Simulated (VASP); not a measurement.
Wanted: the native input for a VASP 6.6.1 run.

* Task: relaxation of volume and atoms at fixed shape
* Functional: PBEsol
* Potentials or basis: VASP PAW PBE potentials, release 64 (Ga_d, Al, As)
* Cutoff: 500 eV
* k mesh: 1 × 1 × 1, shifted
* Occupations: fermi-dirac, width 0.05 eV
* Spin: no spin polarisation
* Dipole correction: no
* Further INCAR settings: LREAL = Auto; ALGO = Normal; EDIFF = 1e-07; ISYM = -1; IBRION = 2; EDIFFG = -0.03; NSW = 100; ISIF = 8

The structure of Al3Ga13As16 lies in POSCAR:

```
Al3Ga13As16
1.0
   11.3253570000      0.0000000000      0.0000000000
    0.0000000000     11.3253570000      0.0000000000
    0.0000000000      0.0000000000     11.3253570000
Ga Al As
26 6 32
Direct
    0.0006610000      0.9967880000      0.9990620000
    0.9994550000      0.0010490000      0.4975250000
    0.9969190000      0.5031800000      0.9988240000
    0.0013610000      0.5008750000      0.5000730000
    0.5020710000      0.0017440000      0.0001040000
    0.5028100000      0.0015290000      0.4980620000
    0.5005280000      0.5015700000      0.0024830000
    0.2496420000      0.2493280000      0.9985890000
    0.2502310000      0.7496810000      0.0011470000
    0.2494320000      0.7498550000      0.4999580000
    0.7478430000      0.2502030000      0.9976030000
    0.7474070000      0.2511270000      0.4994500000
    0.7454510000      0.7516890000      0.9993560000
    0.7493200000      0.7510630000      0.4988910000
    0.2502400000      0.9966500000      0.2539520000
    0.2475710000      0.5025860000      0.2515370000
    0.2458050000      0.4978540000      0.7493850000
    0.7493710000      0.0005940000      0.2498180000
    0.7502550000      0.0021950000      0.7498490000
    0.7508190000      0.5025340000      0.7495020000
    0.9988960000      0.7506230000      0.2489590000
    0.9993770000      0.7495560000      0.7483100000
    0.5000630000      0.2493260000      0.2518500000
    0.5000180000      0.2497930000      0.7545030000
    0.5051050000      0.7527310000      0.2516520000
    0.5015060000      0.7471290000      0.7493910000
    0.5022650000      0.5027910000      0.5008650000
    0.2487490000      0.2472590000      0.5007400000
    0.2478150000      0.0002650000      0.7464550000
    0.7503120000      0.4992790000      0.2500260000
    0.9984510000      0.2484240000      0.2500380000
    0.9980290000      0.2537880000      0.7500500000
    0.1257270000      0.1251180000      0.1234140000
    0.1256270000      0.1240480000      0.6242510000
    0.1268690000      0.6220610000      0.1263420000
    0.1256140000      0.6216920000      0.6262240000
    0.6240720000      0.1242290000      0.1238770000
    0.6255290000      0.1226790000      0.6243610000
    0.6261050000      0.6270160000      0.1259150000
    0.6225130000      0.6224310000      0.6248050000
    0.3737270000      0.3737760000      0.1240790000
    0.3739500000      0.3747340000      0.6240070000
    0.3739330000      0.8745910000      0.1283750000
    0.3715910000      0.8750380000      0.6234920000
    0.8756890000      0.3732170000      0.1256620000
    0.8764560000      0.3722260000      0.6262230000
    0.8738000000      0.8729670000      0.1258250000
    0.8725090000      0.8741760000      0.6270200000
    0.3742930000      0.1237570000      0.3720020000
    0.3724760000      0.1258400000      0.8757340000
    0.3756660000      0.6226530000      0.3752530000
    0.3739350000      0.6217370000      0.8764850000
    0.8753630000      0.1268860000      0.3764600000
    0.8719910000      0.1230450000      0.8751120000
    0.8756820000      0.6239540000      0.3756890000
    0.8751310000      0.6234610000      0.8784320000
    0.1256010000      0.3765780000      0.3747290000
    0.1259570000      0.3748610000      0.8767760000
    0.1253690000      0.8777300000      0.3789280000
    0.1240830000      0.8721450000      0.8735890000
    0.6258720000      0.3720670000      0.3753800000
    0.6214410000      0.3732400000      0.8753990000
    0.6290290000      0.8762640000      0.3742940000
    0.6232200000      0.8730570000      0.8771140000
```

The input as run:

INCAR

```
ALGO = Normal ; EDIFF = 1E-7
EDIFFG = -0.03 ; ENCUT = 500
GGA = PS ; GGA_COMPAT = F
IBRION = 2 ; ISIF = 8
ISMEAR = -1 ; ISYM = -1
KPAR = 1 ; LASPH = T
LCHARG = F ; LREAL = Auto
LWAVE = F ; NELM = 120
NELMIN = 4 ; NSW = 100
PREC = Accurate ; SIGMA = 0.05
```

KPOINTS

```
explicit points
1
Reciprocal
  0.25000000   0.25000000   0.25000000 1
```

Potentials or basis: VASP PAW PBE potentials, release 64 (Ga_d, Al, As).

Run with:

```bash
$ cat potpaw_PBE.64/Ga_d/POTCAR potpaw_PBE.64/Al/POTCAR potpaw_PBE.64/As/POTCAR > POTCAR
$ mpirun -np 4 vasp_std > vasp.out
```

It gave:

- Relaxed volume: 22.74 Å³/atom
- Relaxed cell: a = 11.333 Å, b = 11.333 Å, c = 11.333 Å, α = 90.00°, β = 90.00°, γ = 90.00°
- Space group after relaxing (to 0.1 Å): P1 (No. 1)
- Energy gained by relaxing: 7.4 meV/atom
- Ionic steps: 10
- Pressure after relaxing: 0.0 GPa
- Largest force after relaxing: 0.024 eV/Å
- Band gap on the k mesh: 1.42 eV

Caveat: the PAW data sets were made with another functional, which shifts forces and pressure a little; a shifted mesh leaves out Γ, where band edges can lie.

Wall time 28 min on 4 MPI ranks on Intel(R) Xeon(R) Platinum 8488C (Sapphire Rapids), on a shared host, peak memory 0.55 GiB a rank.
